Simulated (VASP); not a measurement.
A run of VASP 6.6.1 is set up as follows.

File INCAR:

```
PREC = Accurate
ENCUT = 520
EDIFF = 1E-6
ISMEAR = 0
SIGMA = 0.1
LREAL = F
LASPH = T
NELM = 80
ALGO = Normal
ISIF = 2
LWAVE = F
LCHARG = F
GGA = PE
NBANDS = 26
```

Contents of KPOINTS:

```
regular mesh
0
Gamma
  4 6 4
```

POSCAR

```
BeS
1.0
    5.4246342300      0.0000000000      0.0000000000
    0.0000000000      3.3137710700      0.0000000000
    0.0000000000      0.0000000000      5.5701026500
Be S
4 4
Direct
    0.8210678200      0.7500000000      0.4095370000
    0.6789321800      0.2500000000      0.9095370000
    0.3210678200      0.7500000000      0.0904630000
    0.1789321800      0.2500000000      0.5904630000
    0.8210678200      0.2500000000      0.5904630000
    0.6789321800      0.7500000000      0.0904630000
    0.3210678200      0.2500000000      0.9095370000
    0.1789321800      0.7500000000      0.4095370000
```

Potentials or basis: VASP PAW PBE potentials, release 64 (Be, S).

Run with:

```bash
$ cat potpaw_PBE.64/Be/POTCAR potpaw_PBE.64/S/POTCAR > POTCAR
$ mpirun -np 1 vasp_std > vasp.out
```

Question: What does it give for the pressure?

Answer: 35.7 GPa.

Question: What does it give for the band gap on the k mesh?

Answer: 3.08 eV (least direct gap 3.47 eV).

Question: Estimate the largest force.

Answer: 3.438 eV/Å.

Forces on the atoms (eV/Å):
```
Be  -0.479  0.000 -0.370
Be   0.479  0.000 -0.370
Be  -0.479  0.000  0.370
Be   0.479  0.000  0.370
S   -3.134  0.000  1.414
S    3.134  0.000  1.414
S   -3.134  0.000 -1.414
S    3.134  0.000 -1.414
```

Caveat: the stress differs along the axes, from 30 to 41 GPa; forces of over 1 eV/Å act on the atoms, so gaps and moduli don't describe the material at rest. A k mesh can miss the band edges.
